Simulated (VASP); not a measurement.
# Ge (P3_212) in VASP: single point with PBE

Aim: the single point of Ge with PBE.

Everything below comes from runs of VASP 6.6.1. Logs are shortened: lines on timing, memory, paths and dates and some standing lists are left out, and cuts for length are marked.

**1. The cell of the first run**

Symmetry: P3_212, No. 153, trigonal system. The conventional cell has a = 5.936 Å, b = 5.936 Å, c = 5.906 Å, α = 90.00°, β = 90.00°, γ = 120.00°. Ge (site symmetry 1) has 12 Ge at 2.64 to 3.68 Å within 3.7 Å. Ge (site symmetry 2) has 12 Ge at 2.72 to 3.59 Å within 3.6 Å.

The cell was generated, and may not be a known phase.

**2. Single point, PBE**

Input file INCAR:

```
ALGO = Normal
EDIFF = 1E-7
ENCUT = 520
GGA = PE
ISIF = 2
ISMEAR = 0
LASPH = T
LCHARG = T
LELF = T
LREAL = F
LVHAR = T
LWAVE = F
NBANDS = 73
NELM = 80
PREC = Accurate
SIGMA = 0.1
```

Input file KPOINTS:

```
k-points
0
Gamma
  6 6 8
```

Input file POSCAR:

```
Ge
1.0
    5.9363319442      0.0000000000      0.0000000000
   -2.9681659721      5.1410142690      0.0000000000
    0.0000000000      0.0000000000      5.9057212332
Ge
9
Direct
    0.3577060141      0.0811048139      0.7042741747
    0.9188951861      0.2766012002      0.3709408413
    0.7233987998      0.6422939859      0.0376075080
    0.9188951861      0.6422939859      0.6290591587
    0.7233987998      0.0811048139      0.9623924920
    0.3577060141      0.2766012002      0.2957258253
    0.2164470679      0.7835529321      0.1666666667
    0.2164470679      0.4328941357      0.8333333333
    0.5671058643      0.7835529321      0.5000000000
```

Potentials or basis: VASP PAW PBE potentials, release 64 (Ge_d).

Launch:

```sh
cat potpaw_PBE.64/Ge_d/POTCAR > POTCAR
mpirun -np 1 vasp_std > vasp.out
```

OUTCAR:

```text
EDIFF = 1E-7
   ENCUT = 520
   GGA = PE
   ISIF = 2
   ISMEAR = 0
   LASPH = T
   LREAL = F
   NELM = 80
   PREC = Accurate

 ion  position               nearest neighbor table
   1  0.358  0.081  0.704-   4 2.64   5 2.65   6 2.68   8 2.72   9 2.88
   2  0.919  0.277  0.371-   6 2.64   4 2.65   5 2.68   9 2.72   7 2.88
   3  0.723  0.642  0.038-   5 2.64   6 2.65   4 2.68   7 2.72   8 2.88
   4  0.919  0.642  0.629-   1 2.64   2 2.65   3 2.68   9 2.72   8 2.88
   5  0.723  0.081  0.962-   3 2.64   1 2.65   2 2.68   8 2.72   7 2.88
   6  0.358  0.277  0.296-   2 2.64   3 2.65   1 2.68   7 2.72   9 2.88
   7  0.216  0.784  0.167-   6 2.72   3 2.72   9 2.87   8 2.87   2 2.88   5 2.88
   8  0.216  0.433  0.833-   1 2.72   5 2.72   9 2.87   7 2.87   3 2.88   4 2.88
   9  0.567  0.784  0.500-   4 2.72   2 2.72   7 2.87   8 2.87   6 2.88   1 2.88

  LATTYP: Found a hexagonal cell.
 ALAT       =     5.9363319442
 C/A-ratio  =     0.9948434974

  Lattice vectors:

 A1 = (   5.9363319442,   0.0000000000,   0.0000000000)
 A2 = (  -2.9681659721,   5.1410142690,   0.0000000000)
 A3 = (   0.0000000000,   0.0000000000,   5.9057212332)

Analysis of symmetry for initial positions (statically):
=====================================================================
 Subroutine PRICEL returns:
 Original cell was already a primitive cell.

 Routine SETGRP: Setting up the symmetry group for a
 hexagonal supercell.

 Subroutine GETGRP returns: Found  6 space group operations
 (whereof  2 operations were pure point group operations)
 out of a pool of 24 trial point group operations.

The static configuration has the point symmetry C_2 .
 The point group associated with its full space group is D_3 .

Analysis of symmetry for dynamics (positions and initial velocities):
=====================================================================
 Subroutine PRICEL returns:
 Original cell was already a primitive cell.

 Routine SETGRP: Setting up the symmetry group for a
 hexagonal supercell.

 Subroutine GETGRP returns: Found  6 space group operations
 (whereof  2 operations were pure point group operations)
 out of a pool of 24 trial point group operations.

The dynamic configuration has the point symmetry C_2 .
 The point group associated with its full space group is D_3 .

 Subroutine INISYM returns: Found  6 space group operations
 (whereof  2 operations are pure point group operations),
 and found     1 'primitive' translations

[... 114 lines left out ...]
   ISIF   =      2    stress and relaxation
   ISYM   =      2    0-nonsym 1-usesym 2-fastsym
   POTIM  = 0.5000    time-step for ionic-motion
   TEBEG  =    0.0;   TEEND  =   0.0 temperature during run
   PSTRESS=    0.0 pullay stress
   NELECT =     126.0000    total number of electrons
   NUPDOWN=      -1.0000    fix difference up-down
   EMIN   =  10.00;   EMAX   =-10.00  energy-range for DOS
   EFERMI =   0.00;   METHOD = LEGACY
   ISMEAR =     0;   SIGMA  =   0.10  broadening in eV -4-tet -1-fermi 0-gaus
   EFERMI_NEDOS =   21; number of points for ismear=-14 and -15
   IALGO  =     38    algorithm
   IMIX   =      4    mixing-type and parameters
     AMIX     =   0.40;   BMIX     =  1.00
     AMIX_MAG =   1.60;   BMIX_MAG =  1.00
  volume/ion in A,a.u.               =      20.03       135.14
  Fermi-wavevector in a.u.,A,eV,Ry     =   1.452953  2.745684 28.722902  2.111074
  Thomas-Fermi vector in A             =   2.570276
   LORBIT       =      0    0 simple, 1 ext, 2 COOP (PROOUT), +10 PAW based schemes
   GGA     = PE    functional components
   LHFCALC =     F    Hartree Fock is set to
   AEXX    =    0.0000 exact exchange contribution
   IVDW    =     0    specifies the selected vdW correction
   LEPSILON=     F    determine dielectric tensor
   LRPA    =     F    only Hartree local field effects (RPA)
 non-spin polarized calculation
 Gauss-broadening in eV      SIGMA  =   0.10
  energy-cutoff  :      520.00
  volume of cell :      180.24
 maximum number of plane-waves:      4890
 NGX is ok and might be reduce to    48
   NGX = 23   NGY = 23   NGZ = 21

 number of electron     126.0000000 magnetization

 Free energy of the ion-electron system (eV)
  ---------------------------------------------------
  ext. energy  EPLUGINS =         0.00000000
  ---------------------------------------------------
  free energy    TOTEN  =       -38.00004804 eV

  energy without entropy =      -37.98157266  energy(sigma->0) =      -37.99081035

 E-fermi :   6.0046     XC(G=0): -10.9190

 val. band max:        6.0032233535   @ k =   0.3333   0.1667   0.5000
 cond. band min:       6.0071103469   @ k =  -0.3333  -0.3333   0.2500
 fundamental gap:      0.0038869935
 Fermi energy:         6.0046261034

 k-point     1 :       0.0000    0.0000    0.0000
  band No.  band energies     occupation
      1     -18.7054      2.00000
      2     -18.6897      2.00000
      3     -18.6897      2.00000
      4     -18.6812      2.00000
      5     -18.6768      2.00000
      6     -18.6768      2.00000
[... 1813 lines left out ...]
     72       9.4875      0.00000
     73       9.5218      0.00000

 [... further k-points ...]

------------------------ aborting loop because EDIFF is reached ----------------------------------------

  FORCE on cell =-STRESS in cart. coord.  units (eV):
  Direction    XX          YY          ZZ          XY          YZ          ZX
  --------------------------------------------------------------------------------------
  -------------------------------------------------------------------------------------
  Total        0.1206567      0.1206567      0.1477704      0.0000000      0.0000000     -0.0000000
  in kB        1.0725612      1.0725612      1.3135851      0.0000000      0.0000000     -0.0000000
  external PRESSURE =       1.1529025 kB  Pullay stress =       0.0000000 kB

 VOLUME and BASIS-vectors are now :
 -----------------------------------------------------------------------------
  energy-cutoff  :      520.00
  volume of cell :      180.24
      direct lattice vectors                 reciprocal lattice vectors
     5.936331944  0.000000000  0.000000000     0.168454192  0.097257073  0.000000000
    -2.968165972  5.141014269  0.000000000     0.000000000  0.194514146  0.000000000
     0.000000000  0.000000000  5.905721233     0.000000000  0.000000000  0.169327329

 POSITION                                       TOTAL-FORCE (eV/Angst)
 -----------------------------------------------------------------------------------
      1.88273      0.41696      4.15925        -0.006433     -0.002548     -0.001852
      4.63387      1.42201      2.19067         0.005423     -0.004297     -0.001852
      2.38790      3.30204      0.22210         0.001010      0.006845     -0.001852
      3.54843      3.30204      3.71505        -0.001010      0.006845      0.001852
      4.05360      0.41696      5.68362         0.006433     -0.002548      0.001852
      1.30246      1.42201      1.74647        -0.005423     -0.004297      0.001852
     -1.04081      4.02826      0.98429         0.003707     -0.002140     -0.000000
      0.00000      2.22551      4.92143        -0.000000      0.004280     -0.000000
      1.04081      4.02826      2.95286        -0.003707     -0.002140     -0.000000
 -----------------------------------------------------------------------------------
    total drift:                               -0.000001      0.000000     -0.000000

  FREE ENERGIE OF THE ION-ELECTRON SYSTEM (eV)
  ---------------------------------------------------
  free  energy   TOTEN  =       -38.0000480424 eV

  energy  without entropy=      -37.9815726553  energy(sigma->0) =      -37.99081035
```

OSZICAR:

```text
N       E                     dE             d eps       ncg     rms          rms(c)
DAV:   1     0.160654837184E+04    0.16065E+04   -0.56147E+04  7544   0.497E+03
DAV:   2     0.292711394505E+03   -0.13138E+04   -0.12821E+04  6424   0.120E+03
DAV:   3    -0.299336864139E+01   -0.29570E+03   -0.28665E+03  6548   0.287E+02
DAV:   4    -0.366361594053E+02   -0.33643E+02   -0.31934E+02  7445   0.951E+01
DAV:   5    -0.380663903663E+02   -0.14302E+01   -0.14128E+01  7208   0.218E+01    0.416E+00
DAV:   6    -0.380283490831E+02    0.38041E-01   -0.48543E-01  7712   0.403E+00    0.223E+00
DAV:   7    -0.379991160637E+02    0.29233E-01   -0.93669E-02  7320   0.316E+00    0.308E-01
DAV:   8    -0.379996302518E+02   -0.51419E-03   -0.22366E-02  7240   0.385E+00    0.130E-01
DAV:   9    -0.379998594266E+02   -0.22917E-03   -0.42161E-03  9072   0.133E+00    0.773E-02
DAV:  10    -0.380000595225E+02   -0.20010E-03   -0.19330E-03  7296   0.410E-01    0.291E-02
DAV:  11    -0.380000467733E+02    0.12749E-04   -0.34651E-04  7879   0.182E-01    0.187E-02
DAV:  12    -0.380000453570E+02    0.14164E-05   -0.20255E-05 10160   0.146E-01    0.670E-03
DAV:  13    -0.380000447882E+02    0.56877E-06   -0.10754E-05  7984   0.174E-01    0.226E-03
DAV:  14    -0.380000493079E+02   -0.45197E-05   -0.46089E-05  7014   0.519E-02    0.351E-03
DAV:  15    -0.380000483780E+02    0.92991E-06   -0.41998E-06  6519   0.257E-02    0.184E-03
DAV:  16    -0.380000479717E+02    0.40620E-06   -0.15197E-06  7677   0.382E-02    0.608E-04
DAV:  17    -0.380000480424E+02   -0.70620E-07   -0.62016E-07  6303   0.920E-03
   1 F= -.38000048E+02 E0= -.37990810E+02  d E =-.184754E-01
```

It took 8.1 min on 1 thread of AMD EPYC 9R45 (Zen 5), shared host; peak memory 0.52 GiB.

Results:

- Free energy: -38.0000 eV
- Pressure: 0.1 GPa
- Largest force: 0.007 eV/Å
- Band gap on the k mesh: zero (bands 63 and 64 overlap by 2.53 eV)

Forces in eV/Å, atoms in the order of the input:
```
Ge  -0.006 -0.003 -0.002
Ge   0.005 -0.004 -0.002
Ge   0.001  0.007 -0.002
Ge  -0.001  0.007  0.002
Ge   0.006 -0.003  0.002
Ge  -0.005 -0.004  0.002
Ge   0.004 -0.002  0.000
Ge   0.000  0.004  0.000
Ge  -0.004 -0.002  0.000
```

Levels at points of the mesh, in eV from the Fermi level:
```csv
k point,band 61,band 62,band 63,band 64,band 65,band 66
"(0.00, 0.00, 0.00)",-1.95,-1.65,-1.39,-1.39,0.09,0.09
"(0.50, 0.00, 0.00)",-1.48,-0.20,0.86,0.95,1.02,1.16
"(0.00, 0.00, 0.50)",-1.88,1.14,1.14,2.08,2.08,2.44
"(0.50, 0.00, 0.50)",-1.11,-0.67,-0.31,-0.24,0.02,0.65
```
